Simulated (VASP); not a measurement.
# GdN (P-6m2) in VASP: a series of runs, part 2 of 2

VASP 6.6.1. Earlier steps stand in the parts before.

## Step 5: Relaxation of cell and atoms, PBE, collinear spin, ferromagnetic start

The input, INCAR:

```
  PREC = Accurate
  ENCUT = 600
  EDIFF = 1E-7
  ISMEAR = 0
  SIGMA = 0.1
  LREAL = False
  LASPH = True
  NELM = 150
  ALGO = Normal
  ISIF = 3
  LWAVE = False
  LCHARG = False
  ISPIN = 2
  MAGMOM = 7.54 0
  LORBIT = 11
  LMAXMIX = 6
  GGA = PE
  IBRION = 2
  NSW = 90
  EDIFFG = -0.04
```

The input, KPOINTS:

```
regular mesh
0
Gamma
  6 6 6
```

The input, POSCAR:

```
GdN
1.0
    3.3975938452      0.0000000000      0.0000000000
   -1.6987969226      2.9424025817      0.0000000000
    0.0000000000      0.0000000000      3.0923782389
Gd N
1 1
Direct
    0.3333333333      0.6666666667      0.5000000000
    0.0000000000      0.0000000000      0.0000000000
```

Potentials or basis: VASP PAW PBE potentials, release 64 (Gd, N).

Launch:

```
> cat potpaw_PBE.64/Gd/POTCAR potpaw_PBE.64/N/POTCAR > POTCAR
> mpirun -np 1 vasp_std > vasp.out
```

OUTCAR:

```text
PREC = Accurate
   ENCUT = 600
   EDIFF = 1E-7
   ISMEAR = 0
   LREAL = False
   LASPH = True
   NELM = 150
   ISIF = 3
   ISPIN = 2
   LORBIT = 11
   GGA = PE
   IBRION = 2
   NSW = 90
   EDIFFG = -0.04

 ion  position               nearest neighbor table
   1  0.333  0.667  0.500-   2 2.50   2 2.50   2 2.50   2 2.50   2 2.50   2 2.50
   2  0.000  0.000  0.000-   1 2.50   1 2.50   1 2.50   1 2.50   1 2.50   1 2.50

  LATTYP: Found a hexagonal cell.
 ALAT       =     3.3975938452
 C/A-ratio  =     0.9101671300

  Lattice vectors:

 A1 = (   3.3975938452,   0.0000000000,   0.0000000000)
 A2 = (  -1.6987969226,   2.9424025817,   0.0000000000)
 A3 = (   0.0000000000,   0.0000000000,   3.0923782389)

Analysis of symmetry for initial positions (statically):
=====================================================================
 Subroutine PRICEL returns:
 Original cell was already a primitive cell.

[... 1252 lines left out ...]
     19      12.4102      0.00000

 [... further k-points ...]

------------------------ aborting loop because EDIFF is reached ----------------------------------------

  FORCE on cell =-STRESS in cart. coord.  units (eV):
  Direction    XX          YY          ZZ          XY          YZ          ZX
  --------------------------------------------------------------------------------------
  -------------------------------------------------------------------------------------
  Total        0.0308786      0.0308786     -0.0488164      0.0000000      0.0000000      0.0000000
  in kB        1.6003048      1.6003048     -2.5299403      0.0000000      0.0000000      0.0000000
  external PRESSURE =       0.2235564 kB  Pullay stress =       0.0000000 kB

 VOLUME and BASIS-vectors are now :
 -----------------------------------------------------------------------------
  energy-cutoff  :      600.00
  volume of cell :       30.91
      direct lattice vectors                 reciprocal lattice vectors
     3.397593845  0.000000000  0.000000000     0.294325939  0.169929160  0.000000000
    -1.698796923  2.942402582  0.000000000     0.000000000  0.339858321  0.000000000
     0.000000000  0.000000000  3.092378239     0.000000000  0.000000000  0.323375707

 POSITION                                       TOTAL-FORCE (eV/Angst)
 -----------------------------------------------------------------------------------
     -0.00000      1.96160      1.54619         0.000000     -0.000000      0.000000
      0.00000      0.00000      0.00000        -0.000000      0.000000      0.000000
 -----------------------------------------------------------------------------------
    total drift:                                0.000000     -0.000000     -0.000000

  FREE ENERGIE OF THE ION-ELECTRON SYSTEM (eV)
  ---------------------------------------------------
  free  energy   TOTEN  =       -22.3955491028 eV

  energy  without entropy=      -22.3936827251  energy(sigma->0) =      -22.39461591

 reached required accuracy - stopping structural energy minimisation

 total charge

# of ion       s       p       d       f       tot
--------------------------------------------------
    1        2.041   5.637   0.561   7.026  15.265
    2        1.243   2.381   0.000   0.000   3.624
--------------------------------------------------
tot          3.284   8.018   0.561   7.026  18.889

 magnetization (x)

# of ion       s       p       d       f       tot
--------------------------------------------------
    1       -0.002  -0.077   0.084   6.784   6.790
    2       -0.005  -0.044   0.000   0.000  -0.048
--------------------------------------------------
tot         -0.007  -0.120   0.084   6.784   6.741
```

It took 6 min on 1 thread of Intel Xeon 8259CL, shared host; peak memory 0.21 GiB.

Results:

```yaml
Free_energy: -22.3955 eV
Pressure_after_relaxing: 0.0 GPa
Net_moment: 7.00 μB per cell
Site_moments: Gd +6.79; N -0.05 μB
Valence_electrons_inside_the_program's_atomic_spheres: Gd 15.27; N 3.62
```

Final structure:
```xyz
2
Lattice="3.3976 0.0000 0.0000 -1.6988 2.9424 0.0000 0.0000 0.0000 3.0924" Properties=species:S:1:pos:R:3 pbc="T T T"
Gd    0.0000    1.9616    1.5462
N     0.0000    0.0000    0.0000
```

Caveat: the relaxation stopped at its first step, so nothing moved; a cell with one magnetic atom can't hold antiferromagnetic order, which such compounds often take. The state reached can hang on the start; a lower one may exist.

## Step 6: Summary

| task | cell | k mesh | cutoff (eV) | pressure (GPa) | moment (μB) |
| --- | --- | --- | --- | --- | --- |
| single point | a = 3.398, b = 3.398, c = 3.092 Å, angles 90.0, 90.0, 120.0°, 2 atoms | 6 × 6 × 4 | 520 | 0.0 | 7.00 |
| single point | a = 3.398, b = 3.398, c = 3.092 Å, angles 90.0, 90.0, 120.0°, 2 atoms | 6 × 6 × 6 | 520 | 0.1 | 7.00 |
| single point | a = 3.252, b = 3.252, c = 5.170 Å, angles 90.0, 90.0, 120.0°, 2 atoms | 6 × 6 × 4 | 520 | -12.5 | 7.56 |
| relaxation of cell and atoms | relaxed from a = 3.398, b = 3.398, c = 3.092 Å, angles 90.0, 90.0, 120.0°, 2 atoms | 6 × 6 × 6 | 600 | 0.0 | 7.00 |

Alike in all rows: level PBE; potentials or basis VASP PAW PBE potentials, release 64 (Gd, N); spin collinear, ferromagnetic start; smearing gaussian 0.1 eV.

Caveats: some runs use coarse meshes; a cell with one magnetic atom can't hold antiferromagnetic order, which such compounds often take; the relaxation stopped at its first step, so nothing moved (at least some runs).

Total energies depend on the potentials used, so only differences within one code and one set of settings carry meaning.
